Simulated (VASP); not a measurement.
Write the native input for VASP 6.6.1 that does the following.

```
Task                   : single point
Functional             : LDA
Potentials or basis    : VASP PAW LDA potentials, release 64 (N)
Cutoff                 : 520 eV
k mesh                 : 12 × 12 × 6
Occupations            : gaussian, width 0.05 eV
Spin                   : collinear spin, ferromagnetic start
Starting moments       : [3.18, 3.18] μB
Dipole correction      : no
Further INCAR settings : ALGO = Normal; EDIFF = 1e-07; NBANDS = 16
```

The structure of N lies in POSCAR:

```
N
1.0
    3.3251102385      0.0000000000      0.0000000000
   -1.6625551192      2.8796299369      0.0000000000
    0.0000000000      0.0000000000      7.0158053244
N
2
Direct
    0.3333333333      0.6666666667      0.2500000000
    0.6666666667      0.3333333333      0.7500000000
```

This cell differs from its parent crystal: ratio of the length along z to the lengths across it x 1.3, volume and fractional coordinates fixed.

The input as run:

INCAR

```
ALGO = Normal ; EDIFF = 1E-7
ENCUT = 520 ; GGA = CA
ISIF = 2 ; ISMEAR = 0
ISPIN = 2 ; LASPH = True
LCHARG = False ; LORBIT = 11
LREAL = False ; LWAVE = False
MAGMOM = 3.18 3.18 ; NBANDS = 16
NELM = 150 ; PREC = Accurate
SIGMA = 0.05
```

KPOINTS

```
k-points
0
Gamma
  12 12 6
```

Potentials or basis: VASP PAW LDA potentials, release 64 (N).

Launch:

```sh
$ cat potpaw_LDA.64/N/POTCAR > POTCAR
$ mpirun -np 1 vasp_std > vasp.out
```

It gave:

```
Pressure                                              : -0.2 GPa
Band gap on the k mesh                                : 1.84 eV
Net moment                                            : 6.00 μB per cell
Site moments                                          : N +1.93 μB
Valence electrons inside the program's atomic spheres : N 3.24
```

Run time: 2 min on 1 thread of Intel(R) Xeon(R) Platinum 8488C (Sapphire Rapids) (shared host), peak memory 0.23 GiB.
